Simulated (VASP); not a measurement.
# Be (P6_3/mmc) in VASP: further runs, part 2 of 2

VASP 6.6.1. Earlier steps stand in the parts before.

### 4 Single point, r2SCAN

Contents of POSCAR:

```
Be
1.0
    2.2645998697      0.0000000000      0.0000000000
   -1.1322999349      1.9612010165      0.0000000000
    0.0000000000      0.0000000000      3.5612588026
Be
2
Direct
    0.3333333333      0.6666666667      0.2500000000
    0.6666666667      0.3333333333      0.7500000000
```

Contents of INCAR.step1:

```
PREC = Accurate
ENCUT = 520
ISMEAR = -1
SIGMA = 0.1
LREAL = F
LASPH = T
NELM = 80
NBANDS = 9
GGA = PE
ALGO = Normal
EDIFF = 1E-4
LWAVE = T
LCHARG = F
```

Contents of INCAR.step2:

```
PREC = Accurate
ENCUT = 520
EDIFF = 1E-6
ISMEAR = -1
SIGMA = 0.1
LREAL = F
LASPH = T
NELM = 80
ALGO = Normal
ISIF = 2
LWAVE = F
LCHARG = F
METAGGA = R2SCAN
LMIXTAU = T
NBANDS = 9
ISTART = 1
```

Contents of KPOINTS:

```
Automatic mesh
0
Gamma
  6 6 3
```

Potentials or basis: VASP PAW PBE potentials, release 64 (Be).

Launch:

```console
$ cat potpaw_PBE.64/Be/POTCAR > POTCAR
$ cp INCAR.step1 INCAR
$ mpirun -np 1 vasp_std > vasp.out
$ cp INCAR.step2 INCAR
$ mpirun -np 1 vasp_std > vasp.out
```

OUTCAR:

```text
PREC = Accurate
   ENCUT = 520
   EDIFF = 1E-6
   ISMEAR = -1
   LREAL = F
   LASPH = T
   NELM = 80
   ISIF = 2
   METAGGA = R2SCAN
   ISTART = 1

 ion  position               nearest neighbor table
   1  0.333  0.667  0.250-   2 2.21   2 2.21   2 2.21   2 2.21   2 2.21   2 2.21
   2  0.667  0.333  0.750-   1 2.21   1 2.21   1 2.21   1 2.21   1 2.21   1 2.21

  LATTYP: Found a hexagonal cell.
 ALAT       =     2.2645998697
 C/A-ratio  =     1.5725775004

  Lattice vectors:

 A1 = (   2.2645998697,   0.0000000000,   0.0000000000)
 A2 = (  -1.1322999349,   1.9612010165,   0.0000000000)
 A3 = (   0.0000000000,   0.0000000000,   3.5612588026)

Analysis of symmetry for initial positions (statically):
=====================================================================
 Subroutine PRICEL returns:
 Original cell was already a primitive cell.

 Routine SETGRP: Setting up the symmetry group for a
 hexagonal supercell.

 Subroutine GETGRP returns: Found 24 space group operations
 (whereof 12 operations were pure point group operations)
 out of a pool of 24 trial point group operations.

The static configuration has the point symmetry D_3d.
 The point group associated with its full space group is D_6h.

Analysis of symmetry for dynamics (positions and initial velocities):
=====================================================================
 Subroutine PRICEL returns:
 Original cell was already a primitive cell.

 Routine SETGRP: Setting up the symmetry group for a
 hexagonal supercell.

 Subroutine GETGRP returns: Found 24 space group operations
 (whereof 12 operations were pure point group operations)
 out of a pool of 24 trial point group operations.

The dynamic configuration has the point symmetry D_3d.
 The point group associated with its full space group is D_6h.

 Subroutine INISYM returns: Found 24 space group operations
 (whereof 12 operations are pure point group operations),
 and found     1 'primitive' translations

----------------------------------------------------------------------------------------

                                     Primitive cell

  volume of cell :      15.8167

  direct lattice vectors                    reciprocal lattice vectors
     2.264599870  0.000000000  0.000000000     0.441579112  0.254945819  0.000000000
    -1.132299935  1.961201017  0.000000000     0.000000000  0.509891639  0.000000000
     0.000000000  0.000000000  3.561258803     0.000000000  0.000000000  0.280799587

  length of vectors
     2.264599870  2.264599870  3.561258803     0.509891639  0.509891639  0.280799587

  position of ions in fractional coordinates (direct lattice)
     0.333333333  0.666666667  0.250000000
     0.666666667  0.333333333  0.750000000

  ion indices of the primitive-cell ions
   primitive index   ion index
                 1           1
                 2           2

----------------------------------------------------------------------------------------

 KPOINTS: Automatic mesh

Automatic generation of k-mesh.
 Grid dimensions read from file:
 generate k-points for:    6    6    3
[... 26 lines left out ...]
  0.333333  0.166667  0.000000     12.000000
  0.333333  0.333333  0.000000      2.000000
  0.000000  0.000000  0.333333      2.000000
  0.166667  0.000000  0.333333     12.000000
  0.333333  0.000000  0.333333     12.000000
  0.500000  0.000000  0.333333      6.000000
  0.166667  0.166667  0.333333     12.000000
  0.333333  0.166667  0.333333     24.000000
  0.333333  0.333333  0.333333      4.000000
   k-points           NKPTS =     14   k-points in BZ     NKDIM =     14   number of bands    NBANDS=      9
   number of dos      NEDOS =    301   number of ions     NIONS =      2
   total plane-waves  NPLWV =   9072
   dimension x,y,z NGX =    18 NGY =   18 NGZ =   28
   dimension x,y,z NGXF=    36 NGYF=   36 NGZF=   56
   ions per type =               2
   NGX,Y,Z   is equivalent  to a cutoff of  13.21, 13.21, 13.07 a.u.
   NGXF,Y,Z  is equivalent  to a cutoff of  26.43, 26.43, 26.14 a.u.
 SYSTEM =  unknown system
   PREC   = accura    normal or accurate (medium, high low for compatibility)
   ISTART =      1    job   : 0-new  1-cont  2-samecut
   ICHARG =      0    charge: 1-file 2-atom 10-const
   ISPIN  =      1    spin polarized calculation?
   LNONCOLLINEAR =      F non collinear calculations
   LSORBIT =      F    spin-orbit coupling
   LASPH  =      T    aspherical Exc in radial PAW
   ENCUT  =  520.0 eV  38.22 Ry    6.18 a.u.   4.21  4.21  6.62*2*pi/ulx,y,z
   NELM   =     80;   NELMIN=  2; NELMDL=  0     # of ELM steps
   EDIFF  = 0.1E-05   stopping-criterion for ELM
   LREAL  =      F    real-space projection
   EDIFFG = 0.1E-04   stopping-criterion for IOM
   NSW    =      0    number of steps for IOM
   IBRION =     -1    ionic relax: 0-MD 1-quasi-New 2-CG
   NFREE  =      0    steps in history (QN), initial steepest desc. (CG)
   ISIF   =      2    stress and relaxation
   ISYM   =      2    0-nonsym 1-usesym 2-fastsym
   POTIM  = 0.5000    time-step for ionic-motion
   TEBEG  =    0.0;   TEEND  =   0.0 temperature during run
   PSTRESS=    0.0 pullay stress
   NELECT =       4.0000    total number of electrons
   NUPDOWN=      -1.0000    fix difference up-down
   EMIN   =  10.00;   EMAX   =-10.00  energy-range for DOS
   EFERMI =   0.00;   METHOD = LEGACY
   ISMEAR =    -1;   SIGMA  =   0.10  broadening in eV -4-tet -1-fermi 0-gaus
   EFERMI_NEDOS =   21; number of points for ismear=-14 and -15
   IALGO  =     38    algorithm
   IMIX   =      4    mixing-type and parameters
     AMIX     =   0.40;   BMIX     =  1.00
     AMIX_MAG =   1.60;   BMIX_MAG =  1.00
  volume/ion in A,a.u.               =       7.91        53.37
  Fermi-wavevector in a.u.,A,eV,Ry     =   1.035275  1.956386 14.582651  1.071795
  Thomas-Fermi vector in A             =   2.169611
   LORBIT       =      0    0 simple, 1 ext, 2 COOP (PROOUT), +10 PAW based schemes
   METAGGA = R2SCAN    functional components
   LHFCALC =     F    Hartree Fock is set to
   AEXX    =    0.0000 exact exchange contribution
   IVDW    =     0    specifies the selected vdW correction
   LEPSILON=     F    determine dielectric tensor
   LRPA    =     F    only Hartree local field effects (RPA)
 non-spin polarized calculation
  energy-cutoff  :      520.00
  volume of cell :       15.82
 maximum number of plane-waves:       438
 NGX is ok and might be reduce to    18
   NGX =  9   NGY =  9   NGZ = 13

 number of electron       4.0000000 magnetization

 Free energy of the ion-electron system (eV)
  ---------------------------------------------------
  ext. energy  EPLUGINS =         0.00000000
  ---------------------------------------------------
  free energy    TOTEN  =        -8.56294764 eV

  energy without entropy =       -8.55549576  energy(sigma->0) =       -8.55922170

 E-fermi :   6.5559     XC(G=0): -11.2599

 val. band max:        6.2341676452   @ k =   0.3333   0.1667   0.0000
 cond. band min:       6.7935130392   @ k =   0.3333   0.0000   0.0000
 fundamental gap:      0.5593453940
 Fermi energy:         6.5558821651

 k-point     1 :       0.0000    0.0000    0.0000
  band No.  band energies     occupation
      1      -5.1126      2.00000
      2       2.3921      2.00000
      3       8.2086      0.00000
      4      24.4251      0.00000
      5      24.4251      0.00000
      6      27.4661      0.00000
      7      27.4661      0.00000
      8      29.8433      0.00000
      9      35.5742      0.00000
[... 145 lines left out ...]
 k-point    14 :       0.3333    0.3333    0.3333
  band No.  band energies     occupation
      1       5.7518      1.99936
      2       5.9723      1.99417
      3       5.9723      1.99417
      4       9.7321      0.00000
      5      13.8763      0.00000
      6      13.8763      0.00000
      7      24.0473      0.00000
      8      24.0473      0.00000
      9      27.1126      0.00000

------------------------ aborting loop because EDIFF is reached ----------------------------------------

  FORCE on cell =-STRESS in cart. coord.  units (eV):
  Direction    XX          YY          ZZ          XY          YZ          ZX
  --------------------------------------------------------------------------------------
  -------------------------------------------------------------------------------------
  Total        0.5788222      0.5788222     -0.9345552     -0.0000000      0.0000000      0.0000000
  in kB       58.6325260     58.6325260    -94.6669560     -0.0000000      0.0000000      0.0000000
  external PRESSURE =       7.5326987 kB  Pullay stress =       0.0000000 kB

 VOLUME and BASIS-vectors are now :
 -----------------------------------------------------------------------------
  energy-cutoff  :      520.00
  volume of cell :       15.82
      direct lattice vectors                 reciprocal lattice vectors
     2.264599870  0.000000000  0.000000000     0.441579112  0.254945819  0.000000000
    -1.132299935  1.961201017  0.000000000     0.000000000  0.509891639  0.000000000
     0.000000000  0.000000000  3.561258803     0.000000000  0.000000000  0.280799587

 POSITION                                       TOTAL-FORCE (eV/Angst)
 -----------------------------------------------------------------------------------
     -0.00000      1.30747      0.89031        -0.000000     -0.000000      0.000000
      1.13230      0.65373      2.67094         0.000000      0.000000      0.000000
 -----------------------------------------------------------------------------------
    total drift:                                0.000000     -0.000000      0.000000

  FREE ENERGIE OF THE ION-ELECTRON SYSTEM (eV)
  ---------------------------------------------------
  free  energy   TOTEN  =        -8.5629476351 eV

  energy  without entropy=       -8.5554957644  energy(sigma->0) =       -8.55922170
```

OUTCAR.step1:

```text
PREC = Accurate
   ENCUT = 520
   ISMEAR = -1
   LREAL = F
   LASPH = T
   NELM = 80
[... 377 lines left out ...]
 -----------------------------------------------------------------------------------
     -0.00000      1.30747      0.89031         0.000000     -0.000000      0.000000
      1.13230      0.65373      2.67094        -0.000000      0.000000      0.000000
 -----------------------------------------------------------------------------------
    total drift:                                0.000000     -0.000000      0.000000

  FREE ENERGIE OF THE ION-ELECTRON SYSTEM (eV)
  ---------------------------------------------------
  free  energy   TOTEN  =        -7.4235528234 eV

  energy  without entropy=       -7.4152094018  energy(sigma->0) =       -7.41938111
```

Wall time 8.5 s (1 thread of Intel Xeon Platinum 8259CL at 2.50GHz (Skylake/Cascade Lake), shared host); peak memory 0.12 GiB.

What came out:

| Property | Result |
| --- | --- |
| Free energy | -8.5629 eV |
| Pressure | 0.8 GPa |
| Band gap on the k mesh | zero (band 2 reaches 6.79 eV, above the bottom of band 3 at 5.97 eV) |

Levels at points of the mesh, in eV from the Fermi level:
```tsv
k point	band 1	band 2	band 3	band 4	band 5
(0.00, 0.00, 0.00)	-11.67	-4.16	1.65	17.87	17.87
(0.50, 0.00, 0.00)	-4.84	-2.81	4.51	7.36	7.79
```

Caveat: the k points lie up to 0.59 Å⁻¹ apart; the PAW data sets were made with another functional, which shifts forces and pressure a little.

### 5 Single point, r2SCAN

POSCAR is that of step 4.

Contents of INCAR.step1:

```
ALGO     = Normal         # electronic algorithm
EDIFF    = 1E-4           # SCF threshold, eV
ENCUT    = 520            # plane-wave cutoff, eV
GGA      = PE             # functional
ISMEAR   = -1             # smearing method
LASPH    = True           # aspherical terms in the spheres
LCHARG   = False          # write CHGCAR
LREAL    = False          # projectors in reciprocal space
LWAVE    = True           # write WAVECAR
NBANDS   = 9              # bands
NELM     = 80             # most SCF steps
PREC     = Accurate       # precision mode
SIGMA    = 0.1            # smearing width, eV
```

Contents of INCAR.step2:

```
ALGO     = Normal         # electronic algorithm
EDIFF    = 1E-6           # SCF threshold, eV
ENCUT    = 520            # plane-wave cutoff, eV
ISIF     = 2              # what is computed and relaxed
ISMEAR   = -1             # smearing method
ISTART   = 1            
LASPH    = True           # aspherical terms in the spheres
LCHARG   = False          # write CHGCAR
LMIXTAU  = True         
LREAL    = False          # projectors in reciprocal space
LWAVE    = False          # write WAVECAR
METAGGA  = R2SCAN         # meta-GGA
NBANDS   = 9              # bands
NELM     = 80             # most SCF steps
PREC     = Accurate       # precision mode
SIGMA    = 0.1            # smearing width, eV
```

Contents of KPOINTS:

```
k-points
0
Gamma
  8 8 4
```

Launch:

```console
$ cat potpaw_PBE.64/Be/POTCAR > POTCAR
$ cp INCAR.step1 INCAR
$ mpirun -np 1 vasp_std > vasp.out
$ cp INCAR.step2 INCAR
$ mpirun -np 1 vasp_std > vasp.out
```

Run time: 13 s. Hardware: 1 thread of Intel Xeon Platinum 8259CL at 2.50GHz (Skylake/Cascade Lake), shared host; peak memory 0.12 GiB.

The run converged. Its results:

```
Free energy            : -8.6440 eV
Pressure               : 0.3 GPa
Band gap on the k mesh : zero (band 2 reaches 8.00 eV, above the bottom of band 3 at 7.93 eV)
```

Stress tensor (GPa, compression positive):
```
-1.28  0.00  0.00
 0.00 -1.28  0.00
 0.00  0.00  3.34
```

Levels at points of the mesh, in eV from the Fermi level:
```tsv
k point	band 1	band 2	band 3	band 4	band 5	band 6
(0.00, 0.00, 0.00)	-12.95	-5.45	0.36	16.60	16.60	19.63
(0.50, 0.00, 0.00)	-6.12	-4.09	3.21	6.07	6.50	9.47
(0.00, 0.00, 0.50)	-10.61	-10.61	10.73	10.73	18.40	18.40
(0.50, 0.00, 0.50)	-4.58	-4.58	0.83	0.83	12.27	12.27
```

Caveat: the k points lie up to 0.44 Å⁻¹ apart; the PAW data sets were made with another functional, which shifts forces and pressure a little.

### 6 Summary

```csv
k mesh,gap on the mesh (eV),pressure (GPa)
3 × 3 × 2,none,10.2
6 × 6 × 3,none,0.8
8 × 8 × 4,none,0.3
```

Alike in all rows: task single point; level r2SCAN; potentials or basis VASP PAW PBE potentials, release 64 (Be); no spin polarisation; cell as given; cutoff (eV) 520; smearing fermi-dirac 0.1 eV.

Caveats: all runs use coarse meshes; the PAW data sets were made with another functional, which shifts forces and pressure a little.

Absolute energies hang on the potentials; compare differences alone.
